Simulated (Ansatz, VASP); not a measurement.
# One calculation of Nb, two programs

The input INCAR:

```
PREC     = Accurate       # precision mode
ENCUT    = 520            # plane-wave cutoff, eV
EDIFF    = 1E-7           # SCF threshold, eV
ISMEAR   = -1             # smearing method
SIGMA    = 0.1            # smearing width, eV
LREAL    = F              # projectors in reciprocal space
LASPH    = T              # aspherical terms in the spheres
NELM     = 100            # most SCF steps
ALGO     = Normal         # electronic algorithm
ISIF     = 2              # what is computed and relaxed
LWAVE    = F              # write WAVECAR
LCHARG   = F              # write CHGCAR
GGA      = CA             # functional
NBANDS   = 20             # bands
```

Contents of KPOINTS:

```
Automatic mesh
0
Gamma
  11 11 11
```

File POSCAR:

```
Nb
1.0
    0.0000000000      2.8782938612      2.8782938612
    2.8782938612      0.0000000000      2.8782938612
    2.8782938612      2.8782938612      0.0000000000
Nb
2
Direct
    0.1250000000      0.1250000000      0.1250000000
    0.8750000000      0.8750000000      0.8750000000
```

Input for Ansatz:

```yaml
crystal:
  lattice:
    - [0.0, 2.8782938612, 2.8782938612]
    - [2.8782938612, 0.0, 2.8782938612]
    - [2.8782938612, 2.8782938612, 0.0]
  atoms:
    - { symbol: Nb, position: [0.125, 0.125, 0.125] }
    - { symbol: Nb, position: [0.875, 0.875, 0.875] }
hamiltonian:
  xc: lda
  pseudopotentials:
    kind: paw
    azcp:
      Nb: "pseudopotentials/Nb.paw.azcp"
basis:
  ecutwfc: 420
  fft_grid_basis: typed
kpoints:
  mp_grid: { grid: [11, 11, 11], shift: [0, 0, 0] }
magnetization:
  spin_polarized: false
scf:
  occupations: { method: fermi_dirac, width: 0.1 }
  lower_state_search: "off"
output:
  stress: true
```

Alike in both runs: task single point; functional LDA; k mesh 11 × 11 × 11; occupations fermi-dirac, width 0.1 eV; no spin polarisation.

```csv
,VASP,Ansatz
version,VASP 6.6.1,Ansatz 0.2.0
potentials or method,"VASP PAW LDA potentials, release 64 (Nb_sv), cutoff 520 eV","plane waves (420 eV) with PAW, scalar-relativistic"
valence electrons in the cell,26,26
```

VASP gave:

```
pressure (GPa) : 0.1
```

Task: Which values does Ansatz return?

Result: Pressure (GPa): 0.0.

Ansatz warns that its potentials were made for another functional, while VASP's fit it. LDA's correlation is that of Perdew and Zunger in VASP and of Perdew and Wang (1992) in Ansatz.
